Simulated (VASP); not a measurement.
Set up this calculation in VASP 6.6.1, as the native input.

```yaml
Task: single point
Functional: PBE0
Potentials_or_basis: VASP PAW PBE potentials, release 64 (N, B)
Cutoff: 520 eV
k_mesh: 6 × 6 × 4
Occupations: fermi-dirac, width 0.05 eV
Spin: no spin polarisation
Dipole_correction: no
Grid_for_exact_exchange_PRECFOCK: Normal
Further_INCAR_settings: ALGO = Normal; EDIFF = 1e-06; NBANDS = 11
```

The system is BN.

```
N B
1.0
     2.55723    0.00000    0.00000
    -1.27116    2.21891    0.00000
    -0.64303   -1.10946    3.08182
N B
1 1
Cartesian
  0.6536 -0.3553 3.0356
  1.2538 2.1803 0.0056
```

The input as run:

POSCAR

```
BN
1.0
    2.5572306852      0.0000000000      0.0000000000
   -1.2711622815      2.2189130743      0.0000000000
   -0.6430342018     -1.1094565371      3.0818205403
N B
1 1
Direct
    0.6685060000      0.3323850000      0.9849990000
    0.9796430000      0.9834990000      0.0018060000
```

INCAR.step1

```
PREC = Accurate
ENCUT = 520
EDIFF = 1E-5
ISMEAR = -1
SIGMA = 0.05
LREAL = F
LASPH = T
NELM = 60
ALGO = Normal
ISIF = 2
LWAVE = T
LCHARG = F
NBANDS = 11
GGA = PE
```

INCAR.step2

```
PREC = Accurate
ENCUT = 520
EDIFF = 1E-6
ISMEAR = -1
SIGMA = 0.05
LREAL = F
LASPH = T
NELM = 60
ALGO = Normal
ISIF = 2
LWAVE = F
LCHARG = F
GGA = PE
LHFCALC = T
AEXX = 0.25
PRECFOCK = Normal
NBANDS = 11
ISTART = 1
```

KPOINTS

```
regular mesh
0
Gamma
  6 6 4
```

Potentials or basis: VASP PAW PBE potentials, release 64 (N, B).

Run with:

```bash
$ cat potpaw_PBE.64/N/POTCAR potpaw_PBE.64/B/POTCAR > POTCAR
$ cp INCAR.step1 INCAR
$ mpirun -np 1 vasp_std > vasp.out
$ cp INCAR.step2 INCAR
$ mpirun -np 1 vasp_std > vasp.out
```

Results of the run:

```
Pressure               : -15.0 GPa
Largest force          : 2.471 eV/Å
Band gap on the k mesh : 4.95 eV, indirect (least direct gap 6.52 eV)
```

Caveat: the k points lie up to 0.51 Å⁻¹ apart; the PAW data sets were made with another functional, which shifts forces and pressure a little.

Run time: 6.3 min on 1 thread of AMD EPYC 9R45 96-Core Processor (Zen 5) (shared host), peak memory 0.11 GiB.
